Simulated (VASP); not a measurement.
# SiBr5 (F-43m) in VASP: further runs

SiBr5 is run at these levels: PBE; tasks: single point.

All numbers are computed with VASP 6.6.1; they aren't measurements. Logs are shortened: lines on timing, memory, paths and dates and some standing lists are left out, and cuts for length are marked.

## (1) The cell of the first run

Symmetry: F-43m, No. 216, cubic system. The conventional cell has a = 9.204 Å, b = 9.204 Å, c = 9.204 Å, α = 90.00°, β = 90.00°, γ = 90.00°. Within 3.0 Å of Si (site symmetry -43m) lie 4 Br at 2.26 Å. Br (site symmetry -43m) has 12 Br at 3.78 Å and 6 Si at 4.60 Å within 5.0 Å. Br (site symmetry 3m) has 1 Si at 2.26 Å and 3 Br at 2.83 Å within 3.0 Å.

The cell was generated, and may not be a known phase.

## (2) Single point, PBE

INCAR

```
PREC = Accurate
ENCUT = 520
EDIFF = 1E-6
ISMEAR = 0
SIGMA = 0.1
LREAL = F
LASPH = T
NELM = 80
ALGO = Fast
ISIF = 2
LWAVE = F
LCHARG = F
GGA = PE
NBANDS = 28
```

KPOINTS

```
regular mesh
0
Gamma
  4 4 4
```

POSCAR

```
SiBr5
1.0
    0.0000000000      4.6019111200      4.6019111200
    4.6019111200      0.0000000000      4.6019111200
    4.6019111200      4.6019111200      0.0000000000
Si Br
1 5
Direct
    0.7500000000      0.7500000000      0.7500000000
    0.2500000000      0.2500000000      0.2500000000
    0.8914676800      0.8914676800      0.8914676800
    0.8914676800      0.8914676800      0.3255969600
    0.8914676800      0.3255969600      0.8914676800
    0.3255969600      0.8914676800      0.8914676800
```

Potentials or basis: VASP PAW PBE potentials, release 64 (Si, Br).

On the command line:

```bash
$ cat potpaw_PBE.64/Si/POTCAR potpaw_PBE.64/Br/POTCAR > POTCAR
$ mpirun -np 1 vasp_std > vasp.out
```

OUTCAR:

```text
PREC = Accurate
   ENCUT = 520
   EDIFF = 1E-6
   ISMEAR = 0
   LREAL = F
   LASPH = T
   NELM = 80
   ISIF = 2
   GGA = PE

 ion  position               nearest neighbor table
   1  0.750  0.750  0.750-   3 2.26   4 2.26   5 2.26   6 2.26
   2  0.250  0.250  0.250-
   3  0.891  0.891  0.891-   1 2.26
   4  0.891  0.891  0.326-   1 2.26
   5  0.891  0.326  0.891-   1 2.26
   6  0.326  0.891  0.891-   1 2.26

  LATTYP: Found a face centered cubic cell.
 ALAT       =     9.2038222400

  Lattice vectors:

 A1 = (   0.0000000000,   4.6019111200,   4.6019111200)
 A2 = (   4.6019111200,   0.0000000000,   4.6019111200)
 A3 = (   4.6019111200,   4.6019111200,   0.0000000000)

Analysis of symmetry for initial positions (statically):
=====================================================================
 Subroutine PRICEL returns:
 Original cell was already a primitive cell.

 Routine SETGRP: Setting up the symmetry group for a
 face centered cubic supercell.

 Subroutine GETGRP returns: Found 24 space group operations
 (whereof 24 operations were pure point group operations)
 out of a pool of 48 trial point group operations.

The static configuration has the point symmetry T_d .

Analysis of symmetry for dynamics (positions and initial velocities):
=====================================================================
 Subroutine PRICEL returns:
 Original cell was already a primitive cell.

 Routine SETGRP: Setting up the symmetry group for a
 face centered cubic supercell.

 Subroutine GETGRP returns: Found 24 space group operations
 (whereof 24 operations were pure point group operations)
 out of a pool of 48 trial point group operations.

The dynamic configuration has the point symmetry T_d .

 Subroutine INISYM returns: Found 24 space group operations
 (whereof 24 operations are pure point group operations),
 and found     1 'primitive' translations

----------------------------------------------------------------------------------------

                                     Primitive cell

  volume of cell :     194.9147

  direct lattice vectors                    reciprocal lattice vectors
     0.000000000  4.601911120  4.601911120    -0.108650512  0.108650512  0.108650512
     4.601911120  0.000000000  4.601911120     0.108650512 -0.108650512  0.108650512
     4.601911120  4.601911120  0.000000000     0.108650512  0.108650512 -0.108650512

  length of vectors
     6.508085119  6.508085119  6.508085119     0.188188207  0.188188207  0.188188207

  position of ions in fractional coordinates (direct lattice)
     0.750000000  0.750000000  0.750000000
     0.250000000  0.250000000  0.250000000
     0.891467680  0.891467680  0.891467680
     0.891467680  0.891467680  0.325596960
     0.891467680  0.325596960  0.891467680
     0.325596960  0.891467680  0.891467680

  ion indices of the primitive-cell ions
   primitive index   ion index
                 1           1
                 2           2
                 3           3
                 4           4
                 5           5
                 6           6

----------------------------------------------------------------------------------------

 KPOINTS: regular mesh

Automatic generation of k-mesh.
 Grid dimensions read from file:
 generate k-points for:    4    4    4

 Generating k-lattice:

  Cartesian coordinates                     Fractional coordinates (reciprocal lattice)
    -0.027162628  0.027162628  0.027162628     0.250000000  0.000000000  0.000000000
     0.027162628 -0.027162628  0.027162628     0.000000000  0.250000000  0.000000000
     0.027162628  0.027162628 -0.027162628     0.000000000  0.000000000  0.250000000

  Length of vectors
     0.047047052  0.047047052  0.047047052

  Shift w.r.t. Gamma in fractional coordinates (k-lattice)
     0.000000000  0.000000000  0.000000000

 Subroutine IBZKPT returns following result:
 ===========================================

 Found      8 irreducible k-points:

 Following reciprocal coordinates:
            Coordinates               Weight
  0.000000  0.000000  0.000000      1.000000
  0.250000  0.000000  0.000000      8.000000
  0.500000  0.000000  0.000000      4.000000
  0.250000  0.250000  0.000000      6.000000
  0.500000  0.250000  0.000000     24.000000
 -0.250000  0.250000  0.000000     12.000000
  0.500000  0.500000  0.000000      3.000000
 -0.250000  0.500000  0.250000      6.000000
   k-points           NKPTS =      8   k-points in BZ     NKDIM =      8   number of bands    NBANDS=     28
   number of dos      NEDOS =    301   number of ions     NIONS =      6
   total plane-waves  NPLWV = 110592
   dimension x,y,z NGX =    48 NGY =   48 NGZ =   48
   dimension x,y,z NGXF=    96 NGYF=   96 NGZF=   96
   ions per type =               1   5
   NGX,Y,Z   is equivalent  to a cutoff of  12.26, 12.26, 12.26 a.u.
   NGXF,Y,Z  is equivalent  to a cutoff of  24.52, 24.52, 24.52 a.u.
 SYSTEM =  unknown system
   PREC   = accura    normal or accurate (medium, high low for compatibility)
   ISTART =      0    job   : 0-new  1-cont  2-samecut
   ICHARG =      2    charge: 1-file 2-atom 10-const
   ISPIN  =      1    spin polarized calculation?
   LNONCOLLINEAR =      F non collinear calculations
   LSORBIT =      F    spin-orbit coupling
   LASPH  =      T    aspherical Exc in radial PAW
   ENCUT  =  520.0 eV  38.22 Ry    6.18 a.u.  12.10 12.10 12.10*2*pi/ulx,y,z
   NELM   =     80;   NELMIN=  2; NELMDL= -5     # of ELM steps
   EDIFF  = 0.1E-05   stopping-criterion for ELM
   LREAL  =      F    real-space projection
   EDIFFG = 0.1E-04   stopping-criterion for IOM
   NSW    =      0    number of steps for IOM
   IBRION =     -1    ionic relax: 0-MD 1-quasi-New 2-CG
   NFREE  =      0    steps in history (QN), initial steepest desc. (CG)
   ISIF   =      2    stress and relaxation
   ISYM   =      2    0-nonsym 1-usesym 2-fastsym
   POTIM  = 0.5000    time-step for ionic-motion
   TEBEG  =    0.0;   TEEND  =   0.0 temperature during run
   PSTRESS=    0.0 pullay stress
   NELECT =      39.0000    total number of electrons
   NUPDOWN=      -1.0000    fix difference up-down
   EMIN   =  10.00;   EMAX   =-10.00  energy-range for DOS
   EFERMI =   0.00;   METHOD = LEGACY
   ISMEAR =     0;   SIGMA  =   0.10  broadening in eV -4-tet -1-fermi 0-gaus
   EFERMI_NEDOS =   21; number of points for ismear=-14 and -15
   IALGO  =     68    algorithm
   IMIX   =      4    mixing-type and parameters
     AMIX     =   0.40;   BMIX     =  1.00
     AMIX_MAG =   1.60;   BMIX_MAG =  1.00
  volume/ion in A,a.u.               =      32.49       219.22
  Fermi-wavevector in a.u.,A,eV,Ry     =   0.957521  1.809452 12.474444  0.916846
  Thomas-Fermi vector in A             =   2.086546
   LORBIT       =      0    0 simple, 1 ext, 2 COOP (PROOUT), +10 PAW based schemes
   GGA     = PE    functional components
   LHFCALC =     F    Hartree Fock is set to
   AEXX    =    0.0000 exact exchange contribution
   IVDW    =     0    specifies the selected vdW correction
   LEPSILON=     F    determine dielectric tensor
   LRPA    =     F    only Hartree local field effects (RPA)
 non-spin polarized calculation
 RMM-DIIS sequential band-by-band and
 Gauss-broadening in eV      SIGMA  =   0.10
  energy-cutoff  :      520.00
  volume of cell :      194.91
 maximum number of plane-waves:      5297
   NGX = 25   NGY = 25   NGZ = 25

 number of electron      39.0000000 magnetization

 Free energy of the ion-electron system (eV)
  ---------------------------------------------------
  ext. energy  EPLUGINS =         0.00000000
  ---------------------------------------------------
  free energy    TOTEN  =       -13.64648417 eV

  energy without entropy =      -13.56659451  energy(sigma->0) =      -13.60653934

 E-fermi :   0.0165     XC(G=0):  -7.6284

 val. band max:       -0.0027531026   @ k =   0.5000   0.0000   0.0000
 cond. band min:       0.0428578338   @ k =  -0.2500   0.2500   0.0000
 fundamental gap:      0.0456109364
 Fermi energy:         0.0164965400

 k-point     1 :       0.0000    0.0000    0.0000
  band No.  band energies     occupation
      1     -16.1152      2.00000
      2     -14.1656      2.00000
      3     -14.1656      2.00000
      4     -14.1656      2.00000
      5     -12.4715      2.00000
      6      -9.0958      2.00000
[... 20 lines left out ...]
     27       8.0951      0.00000
     28       8.3274      0.00000

 k-point     2 :       0.2500    0.0000    0.0000
  band No.  band energies     occupation
      1     -15.9945      2.00000
      2     -14.4346      2.00000
      3     -14.1699      2.00000
      4     -14.1699      2.00000
      5     -12.4789      2.00000
      6      -8.5874      2.00000
[... 20 lines left out ...]
     27       8.3213      0.00000
     28       8.3272      0.00000

 k-point     3 :       0.5000    0.0000    0.0000
  band No.  band energies     occupation
      1     -15.8306      2.00000
      2     -14.7313      2.00000
      3     -14.1741      2.00000
      4     -14.1741      2.00000
      5     -12.4853      2.00000
      6      -7.9625      2.00000
[... 20 lines left out ...]
     27       8.8320      0.00000
     28       8.8761      0.00000

 k-point     4 :       0.2500    0.2500    0.0000
  band No.  band energies     occupation
      1     -15.9473      2.00000
      2     -14.5208      2.00000
      3     -14.1746      2.00000
      4     -14.1746      2.00000
      5     -12.4827      2.00000
      6      -8.3855      2.00000
[... 20 lines left out ...]
     27       8.3057      0.00000
     28       8.4935      0.00000

 k-point     5 :       0.5000    0.2500    0.0000
  band No.  band energies     occupation
      1     -15.7596      2.00000
      2     -14.8328      2.00000
      3     -14.1844      2.00000
      4     -14.1789      2.00000
      5     -12.4885      2.00000
      6      -7.6240      2.00000
[... 20 lines left out ...]
     27       8.4771      0.00000
     28       8.6826      0.00000

 k-point     6 :      -0.2500    0.2500    0.0000
  band No.  band energies     occupation
      1     -15.8322      2.00000
      2     -14.7213      2.00000
      3     -14.1839      2.00000
      4     -14.1741      2.00000
      5     -12.4852      2.00000
      6      -7.9338      2.00000
[... 20 lines left out ...]
     27       8.1386      0.00000
     28       9.0515      0.00000

 k-point     7 :       0.5000    0.5000    0.0000
  band No.  band energies     occupation
      1     -15.6674      2.00000
      2     -14.9627      2.00000
      3     -14.1836      2.00000
      4     -14.1836      2.00000
      5     -12.4943      2.00000
      6      -7.1047      2.00000
[... 20 lines left out ...]
     27       8.3608      0.00000
     28       8.3708      0.00000

 k-point     8 :      -0.2500    0.5000    0.2500
  band No.  band energies     occupation
      1     -15.6674      2.00000
      2     -14.9607      2.00000
      3     -14.1882      2.00000
      4     -14.1837      2.00000
      5     -12.4903      2.00000
      6      -7.1056      2.00000
[... 20 lines left out ...]
     27       8.0477      0.00000
     28       8.2556      0.00000

------------------------ aborting loop because EDIFF is reached ----------------------------------------

  FORCE on cell =-STRESS in cart. coord.  units (eV):
  Direction    XX          YY          ZZ          XY          YZ          ZX
  --------------------------------------------------------------------------------------
  -------------------------------------------------------------------------------------
  Total        7.9260630      7.9260630      7.9260630      0.0000000      0.0000000      0.0000000
  in kB       65.1513514     65.1513514     65.1513514      0.0000000      0.0000000      0.0000000
  external PRESSURE =      65.1513514 kB  Pullay stress =       0.0000000 kB

 VOLUME and BASIS-vectors are now :
 -----------------------------------------------------------------------------
  energy-cutoff  :      520.00
  volume of cell :      194.91
      direct lattice vectors                 reciprocal lattice vectors
     0.000000000  4.601911120  4.601911120    -0.108650512  0.108650512  0.108650512
     4.601911120  0.000000000  4.601911120     0.108650512 -0.108650512  0.108650512
     4.601911120  4.601911120  0.000000000     0.108650512  0.108650512 -0.108650512

 POSITION                                       TOTAL-FORCE (eV/Angst)
 -----------------------------------------------------------------------------------
      6.90287      6.90287      6.90287         0.000000     -0.000000     -0.000000
      2.30096      2.30096      2.30096         0.000000     -0.000000     -0.000000
      8.20491      8.20491      8.20491        -2.084053     -2.084053     -2.084053
      5.60082      5.60082      8.20491         2.084053      2.084053     -2.084053
      5.60082      8.20491      5.60082         2.084053     -2.084053      2.084053
      8.20491      5.60082      5.60082        -2.084053      2.084053      2.084053
 -----------------------------------------------------------------------------------
    total drift:                               -0.000000     -0.000000     -0.000000

  FREE ENERGIE OF THE ION-ELECTRON SYSTEM (eV)
  ---------------------------------------------------
  free  energy   TOTEN  =       -13.6464841676 eV

  energy  without entropy=      -13.5665945107  energy(sigma->0) =      -13.60653934
```

Run time: 82 s. Hardware: 1 thread of Oxide Virtual Turin-like, shared host; peak memory 0.29 GiB.

What came out:

* Free energy: -13.6465 eV
* Pressure: 6.5 GPa
* Largest force: 3.610 eV/Å
* Band gap on the k mesh: zero (an odd number of electrons rules out a gap without spin polarisation)

Forces in eV/Å, atoms in the order of the input:
```
Si   0.000  0.000  0.000
Br   0.000  0.000  0.000
Br  -2.084 -2.084 -2.084
Br   2.084  2.084 -2.084
Br   2.084 -2.084  2.084
Br  -2.084  2.084  2.084
```

Levels at points of the mesh, in eV from the Fermi level:
```csv
k point,band 16,band 17,band 18,band 19,band 20,band 21,band 22,band 23,band 24,band 25
"(0.00, 0.00, 0.00)",-0.06,-0.06,-0.05,-0.05,-0.05,0.74,4.17,4.17,4.17,5.32
"(0.50, 0.00, 0.00)",-0.52,-0.46,-0.04,-0.02,-0.02,2.40,5.26,5.26,5.62,6.38
"(0.50, 0.50, 0.00)",-0.35,-0.33,-0.33,-0.14,-0.14,3.99,4.11,6.32,6.32,6.96
```

Caveat: the cell stands under pressure; an odd number of electrons without spin polarisation forces a metal; a magnetic or distorted state may lie lower.

[end of part 1 of 2]

The gap in the log of VASP goes by the Fermi energy; the results here count the filled bands.